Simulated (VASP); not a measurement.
Runs of VASP 6.6.1 on TaSi2. The structure is that of space group P6_222 (No. 180), or close to it. The cells are those of the table. 

```csv
cell,gap on the mesh (eV),pressure (GPa),largest force (eV/Å)
"a = 4.523, b = 4.523, c = 6.720 Å, angles 90.0, 90.0, 120.0°, 9 atoms",none,(c),0.34
"a = 4.523, b = 4.523, c = 6.556 Å, angles 90.0, 90.0, 120.0°, 9 atoms",none,25.1,0.27
"a = 4.761, b = 4.761, c = 6.228 Å, angles 90.0, 90.0, 120.0°, 9 atoms",none,13.9,0.18
"a = 4.523, b = 4.523, c = 6.392 Å, angles 90.0, 90.0, 120.0°, 9 atoms",none,33.2,0.16
"a = 4.642, b = 4.642, c = 6.228 Å, angles 90.0, 90.0, 120.0°, 9 atoms",none,26.6,0.11
"a = 4.523, b = 4.523, c = 6.884 Å, angles 90.0, 90.0, 120.0°, 9 atoms",none,(a),0.40
"a = 4.642, b = 4.642, c = 6.392 Å, angles 90.0, 90.0, 120.0°, 9 atoms",none,(b),0.01
"a = 4.523, b = 4.523, c = 6.228 Å, angles 90.0, 90.0, 120.0°, 9 atoms",none,42.9,0.03
```

Alike in all rows: task single point; level PBEsol; potentials or basis VASP PAW PBE potentials, release 64 (Ta_pv, Si); no spin polarisation; k mesh 12 × 12 × 6; cutoff (eV) 520; smearing gaussian 0.15 eV.

Problem. Fill in the values left out.

Solution. (a) 12.8; (b) 18.2; (c) 18.4.

Caveats: the cell stands under pressure; the PAW data sets were made with another functional, which shifts forces and pressure a little; spin-orbit coupling is left out, which moves the levels of the heavy elements.

A k mesh can miss the band edges, and the runs leave out spin-orbit coupling on Ta.

A gap of «none» marks levels without a gap at the run's occupations.
